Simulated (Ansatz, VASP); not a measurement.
Two plane-wave programs on Ni

The input POSCAR:

```
Ni
1.0
    0.0000000000      1.7585000000      1.7585000000
    1.7585000000      0.0000000000      1.7585000000
    3.5170000000      3.5170000000      0.0000000000
Ni
2
Direct
    0.0000000000      0.0000000000      0.0000000000
    0.0000000000      0.0000000000      0.5000000000
```

File INCAR.step1:

```
SYSTEM = Ni
PREC = Accurate
ENCUT = 520
ISMEAR = -1
SIGMA = 0.1
LREAL = .FALSE.
LASPH = .TRUE.
NELM = 150
ISPIN = 2
MAGMOM = 2 2
LMAXMIX = 4
NBANDS = 21
GGA = PE
ALGO = Normal
EDIFF = 1E-4
LWAVE = .TRUE.
LCHARG = .FALSE.
```

INCAR.step2

```
SYSTEM = Ni
PREC = Accurate
ENCUT = 520
EDIFF = 1E-6
ISMEAR = -1
SIGMA = 0.1
LREAL = .FALSE.
LASPH = .TRUE.
NELM = 150
ALGO = Normal
ISIF = 2
LWAVE = .FALSE.
LCHARG = .TRUE.
ISPIN = 2
MAGMOM = 2 2
LORBIT = 11
LMAXMIX = 4
METAGGA = R2SCAN
LMIXTAU = .TRUE.
LELF = .TRUE.
LVHAR = .TRUE.
NBANDS = 21
ISTART = 1
```

Contents of KPOINTS:

```
Automatic mesh
0
G
  12 12 6
  0 0 0
```

Input for Ansatz:

```yaml
crystal:
  lattice:
    - [0.0, 1.7585, 1.7585]
    - [1.7585, 0.0, 1.7585]
    - [3.517, 3.517, 0.0]
  atoms:
    - { symbol: Ni, position: [0.0, 0.0, 0.0], spin: 2.0 }
    - { symbol: Ni, position: [0.0, 0.0, 0.5], spin: 2.0 }
magnetization:
  spin_polarized: true
hamiltonian:
  xc: r2scan
  pseudopotentials: { kind: paw }
basis:
  ecutwfc: 500
kpoints:
  mp_grid: { grid: [12, 12, 6] }
scf:
  occupations: { method: fermi_dirac, width: 0.1 }
  lower_state_search: "off"
output:
  forces: true
  stress: true
  write_density: true
  write_potential: true
  elf: true
  volumetric_format: npy
```

Alike in both runs: task single point; functional r2SCAN; k mesh 12 × 12 × 6; occupations fermi-dirac, width 0.1 eV; collinear spin.

|  | VASP | Ansatz |
| --- | --- | --- |
| version | VASP 6.6.1 | Ansatz 0.2.0 |
| potentials or method | VASP PAW PBE potentials, release 64 (Ni), cutoff 520 eV | PAW, plane waves, scalar-relativistic |
| valence electrons in the cell | 20 | 36 |

|  | VASP | Ansatz | Ansatz less VASP |
| --- | --- | --- | --- |
| pressure (GPa) | -6.2 | -6.6 | -0.40 |
| net moment per atom (μB) | 0.73 | 0.74 | +0.013 |
| size of the moment on the site where the two differ most (μB) | 0.75 | 0.81 | +0.059 |

VASP's potentials were made for PBE, not for r2SCAN. Site moments also hang on the region over which each program counts them. With one functional, cell and mesh, what is left measures potentials, basis and numerics. VASP's potentials hold 20 valence electrons a cell and Ansatz's 36, so a difference there can come from the potentials and not from the codes. Ansatz's warnings: stability check not made.
